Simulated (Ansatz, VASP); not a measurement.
**Si3N4: VASP beside Ansatz**

```
Si N
1.0
    -3.24415    3.24415    3.24415
     3.24415   -3.24415    3.24415
     3.24415    3.24415   -3.24415
Si N
6 8
Cartesian
  1.6221 2.4331 0.0000
  0.0000 1.6221 2.4331
  0.0000 4.8662 0.8110
  2.4331 0.0000 1.6221
  0.8110 0.0000 4.8662
  4.8662 0.8110 0.0000
  -1.4185 1.8256 1.4185
  -0.2036 0.2036 3.4477
  3.0406 3.0406 3.0406
  3.4477 -0.2036 0.2036
  1.4185 1.4185 1.4185
  1.8256 1.4185 -1.4185
  0.2036 3.4477 -0.2036
  1.4185 -1.4185 1.8256
```

Alike in both runs: task relaxation of cell and atoms; functional PBE; k mesh 6 × 6 × 6; occupations gaussian, width 0.02 eV; no spin polarisation.

|  | VASP | Ansatz |
| --- | --- | --- |
| version | VASP 6.6.1 | Ansatz 0.2.0 |
| potentials or method | VASP PAW PBE potentials, release 64 (Si, N), cutoff 600 eV | scalar-relativistic, plane waves, PAW |
| valence electrons in the cell | 64 | 64 |

```csv
,VASP,Ansatz,Ansatz less VASP
"gap on the k mesh at the Fermi level, each at its own relaxed structure (eV)",4.04,4.04,+0.001
relaxed volume (Å³/atom),9.76,9.76,+0.009
relaxed cell length with the largest relative difference (Å),5.619,5.621,+0.0018
```

Noted on VASP's run: the relaxation stopped at its first step, so nothing moved.
